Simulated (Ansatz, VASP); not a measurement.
## One calculation of BAs, two programs

```
B As
1.0
     0.00000    2.41993    2.41993
     2.41993    0.00000    2.41993
     2.41993    2.41993    0.00000
B As
1 1
Direct
  0.00000 0.00000 0.00000
  0.75000 0.75000 0.75000
```

Change from the starting cell: volume scaled by 1.04, PAW files.

Alike in both runs: task electric field gradients; functional PBE; k mesh 13 × 13 × 13; occupations fermi-dirac, width 0.05 eV; no spin polarisation.

|  | VASP | Ansatz |
| --- | --- | --- |
| version | VASP 6.6.1 | Ansatz 0.2.0 |
| potentials or method | VASP PAW PBE potentials, release 64 (B, As) | PAW with Ansatz's default frozen-core files, scalar-relativistic |
| plane-wave cutoff (eV) | 520 | 420 |
| valence electrons in the cell | 8 | 18 |

Ansatz gave:

```
pressure (GPa) : -2.4
```

Question: What did VASP give for the same quantities?

Answer: Pressure (GPa): -1.9.

VASP's potentials hold 8 valence electrons a cell and Ansatz's 18, so a difference there can come from the potentials and not from the codes.
